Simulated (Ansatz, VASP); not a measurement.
## One calculation of TlBr, two programs

```
Tl Br
1.0
     3.93951    0.00000    0.00000
     0.00000    3.93951    0.00000
     0.00000    0.00000    3.93951
Tl Br
1 1
Direct
  0.00000 0.00000 0.00000
  0.50000 0.50000 0.50000
```

Alike in both runs: task single point; functional PBEsol; k mesh 8 × 8 × 8; occupations gaussian, width 0.02 eV; no spin polarisation.

|  | VASP | Ansatz |
| --- | --- | --- |
| version | VASP 6.6.1 | Ansatz 0.2.0 |
| potentials or method | VASP PAW PBE potentials, release 64 (Tl_d, Br), cutoff 500 eV | scalar-relativistic, plane waves, PAW |
| valence electrons in the cell | 20 | 20 |

|  | VASP | Ansatz | Ansatz less VASP |
| --- | --- | --- | --- |
| gap on the k mesh at the Fermi level (eV) | 1.65 | 1.64 | -0.004 |
| least direct gap on the mesh (eV) | 1.65 | 1.64 | -0.004 |
| pressure (GPa) | -0.5 | -0.5 | +0.03 |

VASP's potentials were made for PBE, not for PBEsol.

Spin-orbit coupling is off throughout.
